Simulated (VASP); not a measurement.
Set up this calculation in VASP 6.6.1, as the native input.

```yaml
Task: relaxation of shape and atoms at fixed volume
Functional: PBEsol
Potentials_or_basis: VASP PAW PBE potentials, release 64 (Bi_d)
Cutoff: 600 eV
k_mesh: 12 × 12 × 10
Occupations: gaussian, width 0.1 eV
Spin: no spin polarisation
Dipole_correction: no
Further_INCAR_settings: ALGO = Fast; EDIFF = 1e-06; IBRION = 2; EDIFFG = -0.01; NSW = 50; ISIF = 4
```

The structure of Bi lies in POSCAR:

```
Bi
1.0
    4.3097704385      0.0000000000      0.0000000000
   -2.1548852192      3.7323706842      0.0000000000
    0.0000000000      0.0000000000      4.2589782049
Bi
2
Direct
    0.3333333333      0.6666666667      0.2500000000
    0.6666666667      0.3333333333      0.7500000000
```

This isn't the form of Bi at room conditions, which is rhombohedral.

The input as run:

INCAR

```
PREC     = Accurate       # precision mode
ENCUT    = 600            # plane-wave cutoff, eV
EDIFF    = 1E-6           # SCF threshold, eV
ISMEAR   = 0              # smearing method
SIGMA    = 0.1            # smearing width, eV
LREAL    = F              # projectors in reciprocal space
LASPH    = T              # aspherical terms in the spheres
NELM     = 80             # most SCF steps
ALGO     = Fast           # electronic algorithm
ISIF     = 4              # what is computed and relaxed
LWAVE    = F              # write WAVECAR
LCHARG   = F              # write CHGCAR
GGA      = PS             # functional
IBRION   = 2              # ionic algorithm
NSW      = 50             # ionic steps
EDIFFG   = -0.01          # ionic threshold
```

KPOINTS

```
Automatic mesh
0
Gamma
  12 12 10
```

Potentials or basis: VASP PAW PBE potentials, release 64 (Bi_d).

The run is started by

```console
$ cat potpaw_PBE.64/Bi_d/POTCAR > POTCAR
$ mpirun -np 1 vasp_std > vasp.out
```

Results of the run:

```yaml
Energy_gained_by_relaxing: 0.5 meV/atom
Ionic_steps: 4
Pressure_after_relaxing: -1.3 GPa
Band_gap_on_the_k_mesh: zero (bands 15 and 16 overlap by 2.77 eV)
```

Caveat: the PAW data sets were made with another functional, which shifts forces and pressure a little; spin-orbit coupling is left out, which moves the levels of the heavy elements.

Run time: 7.9 min on 1 thread of Intel Xeon 8259CL, on a shared host, peak memory 0.32 GiB.
